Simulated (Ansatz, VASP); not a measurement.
## PtPb in VASP and in Ansatz

Contents of INCAR:

```
PREC = Accurate
ENCUT = 520
EDIFF = 1E-7
ISMEAR = -1
SIGMA = 0.05
LREAL = False
LASPH = True
NELM = 100
ALGO = Normal
ISIF = 2
LWAVE = False
LCHARG = False
NBANDS = 32
```

The input KPOINTS:

```
Automatic mesh
0
Gamma
  10 10 7
```

Contents of POSCAR:

```
PtPb
1.0
    4.3350008983      0.0000000000      0.0000000000
   -2.1675004492      3.7542209034      0.0000000000
    0.0000000000      0.0000000000      5.4560000000
Pt Pb
2 2
Direct
    0.3333333333      0.6666666667      0.2500000000
    0.6666666667      0.3333333333      0.7500000000
    0.0000000000      0.0000000000      0.0000000000
    0.0000000000      0.0000000000      0.5000000000
```

Input for Ansatz:

```yaml
crystal:
  lattice:
    - [4.3350008983, 0.0, 0.0]
    - [-2.1675004492, 3.7542209034, 0.0]
    - [0.0, 0.0, 5.456]
  atoms:
    - { symbol: Pt, position: [0.3333333333, 0.6666666667, 0.25] }
    - { symbol: Pt, position: [0.6666666667, 0.3333333333, 0.75] }
    - { symbol: Pb, position: [0.0, 0.0, 0.0] }
    - { symbol: Pb, position: [0.0, 0.0, 0.5] }
kpoints:
  mp_grid: { grid: [10, 10, 7] }
  band_path:
    path:
      - [0.0, 0.0, 0.0]
      - [0.5, 0.0, 0.0]
      - [0.3333333333, 0.3333333333, 0.0]
      - [0.0, 0.0, 0.0]
      - [0.0, 0.0, 0.5]
      - [0.5, 0.0, 0.5]
      - [0.3333333333, 0.3333333333, 0.5]
      - [0.0, 0.0, 0.5]
      - [0.5, 0.0, 0.5]
    npoints: 5
scf:
  occupations: { method: fermi_dirac, width: 0.05 }
hamiltonian:
  xc: lda
  pseudopotentials: { kind: all_electron, lapw: { basis_error: 0.0005 } }
output:
  forces: true
  stress: true
  eigenvalues: true
```

Change from the starting cell: equal xx and yy strain of +2 %.

Alike in both runs: task single point; functional LDA; k mesh 10 × 10 × 7; occupations fermi-dirac, width 0.05 eV; no spin polarisation.

|  | VASP | Ansatz |
| --- | --- | --- |
| version | VASP 6.6.1 | Ansatz 0.2.0 |
| potentials or method | VASP PAW LDA potentials, release 64 (Pt, Pb_d), cutoff 520 eV | all-electron LAPW, scalar-relativistic |

|  | VASP | Ansatz | Ansatz less VASP |
| --- | --- | --- | --- |
| pressure (GPa) | 2.5 | 2.2 | -0.24 |
| traceless stress, the component that is largest in VASP (GPa) | 17.36 | 17.40 | +0.050 |

LDA's correlation is that of Perdew and Zunger in VASP and of Perdew and Wang (1992) in Ansatz. Ansatz ran all-electron here, and VASP with PAW potentials.

Spin-orbit coupling is off throughout.
